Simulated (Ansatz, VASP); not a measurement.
**CdHg2Se3 in VASP and in Ansatz**

The input INCAR:

```
PREC = Accurate
ENCUT = 520
EDIFF = 1E-7
ISMEAR = 0
SIGMA = 0.02
LREAL = F
LASPH = T
NELM = 100
ALGO = Normal
ISIF = 2
LWAVE = F
LCHARG = F
NBANDS = 36
```

Contents of KPOINTS:

```
regular mesh
0
Gamma
  8 8 4
```

File POSCAR:

```
CdHg2Se3
1.0
    3.6762645000     -2.3664497000      0.0000000000
    3.6762645000      2.3664497000      0.0000000000
   -0.9860705000      0.0000000000     10.0152070000
Cd Hg Se
1 2 3
Direct
    0.3626760000      0.6373240000      0.0000000000
    0.9961470000      0.2820260000      0.6706310000
    0.7179740000      0.0038530000      0.3293690000
    0.5110200000      0.4889800000      0.5000000000
    0.9466300000      0.5344470000      0.1540750000
    0.4655530000      0.0533700000      0.8459250000
```

Input for Ansatz:

```yaml
crystal:
  lattice:
    - [3.6762645, -2.3664497, 0.0]
    - [3.6762645, 2.3664497, 0.0]
    - [-0.9860705, 0.0, 10.015207]
  atoms:
    - { symbol: Cd, position: [0.362676, 0.637324, 0.0] }
    - { symbol: Hg, position: [0.996147, 0.282026, 0.670631] }
    - { symbol: Hg, position: [0.717974, 0.003853, 0.329369] }
    - { symbol: Se, position: [0.51102, 0.48898, 0.5] }
    - { symbol: Se, position: [0.94663, 0.534447, 0.154075] }
    - { symbol: Se, position: [0.465553, 0.05337, 0.845925] }
basis:
  ecutwfc: 420
kpoints:
  mp_grid: { grid: [8, 8, 4] }
  band_path:
    path:
      - [[0.0, 0.0, 0.0], [-0.35459496, 0.35459496, 0.0]]
      - [[-0.64540504, -0.35459496, 0.0], [-0.5, -0.5, 0.0], [0.0, 0.0, 0.0], [-0.5, -0.5, 0.5], [-0.65289269, -0.34710731, 0.5]]
      - [[-0.34710731, 0.34710731, 0.5], [0.0, 0.0, 0.5], [0.0, 0.0, 0.0]]
      - [[-0.5, 0.0, 0.5], [0.0, 0.0, 0.0], [-0.5, 0.0, 0.0]]
    npoints: 14
hamiltonian:
  xc: lda
scf:
  occupations: { method: gaussian, width: 0.02 }
  n_extra_bands: 15
output:
  forces: true
  stress: true
  eigenvalues: true
  populations: true
  dos: { projected: true, de: 0.02, nscf_kmesh: { grid: [12, 12, 6] } }
  bader: true
```

Alike in both runs: task single point; functional LDA; k mesh 8 × 8 × 4; occupations gaussian, width 0.02 eV; no spin polarisation.

|  | VASP | Ansatz |
| --- | --- | --- |
| version | VASP 6.6.1 | Ansatz 0.2.0 |
| potentials or method | VASP PAW LDA potentials, release 64 (Cd, Hg, Se), cutoff 520 eV | scalar-relativistic, plane waves, PAW |
| valence electrons in the cell | 54 | 108 |

```tsv
	VASP	Ansatz	Ansatz less VASP
gap on the k mesh at the Fermi level (eV)	0.83	0.83	+0.002
least direct gap on the mesh (eV)	0.86	0.86	0.000
pressure (GPa)	-4.1	-4.5	-0.42
traceless stress, the component that is largest in VASP (GPa)	-0.33	-0.47	-0.142
rms of the force components (eV/Å)	0.087	0.126	+0.0390
```

LDA's correlation is that of Perdew and Zunger in VASP and of Perdew and Wang (1992) in Ansatz. Atom by atom the forces differ by 0.042 eV/Å (rms over components). VASP's potentials hold 54 valence electrons a cell and Ansatz's 108, so a difference there can come from the potentials and not from the codes.

Neither program's run includes spin-orbit coupling.
